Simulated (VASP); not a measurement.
The system is HfO2.

```
Hf O
1.0
     0.00000    2.45988    2.52918
     2.52918    0.00000    2.52918
     2.52918    2.45988    0.00000
Hf O
1 2
Direct
  0.00000 0.00000 0.00000
  0.25000 0.25000 0.25000
  0.75000 0.75000 0.75000
```

This cell differs from its parent crystal: uniaxial y strain -2.7%.

Base run:

- Program: VASP 6.6.1
- Functional: HSE06
- Potentials or basis: VASP PAW PBE potentials, release 64 (Hf_pv, O)
- Cutoff: 520 eV
- k mesh: 6 × 6 × 6
- Occupations: gaussian, width 0.01 eV
- Spin: no spin polarisation

Its results: band gap on the k mesh 5.18 eV, indirect (least direct gap 5.22 eV); pressure 2.4 GPa.

Task: The run is repeated on the same cell with these changes: functional from HSE06 to r2SCAN; k mesh from 6 × 6 × 6 to 8 × 8 × 8. What comes out?

Result: Band gap on the k mesh 4.12 eV, indirect (least direct gap 4.16 eV); pressure 3.8 GPa.

Several settings changed at once, so the effect can't be laid on one alone.

Caveats: the PAW data sets were made with another functional, which shifts forces and pressure a little; spin-orbit coupling is left out, which moves the levels of the heavy elements.

A k mesh can miss the band edges.
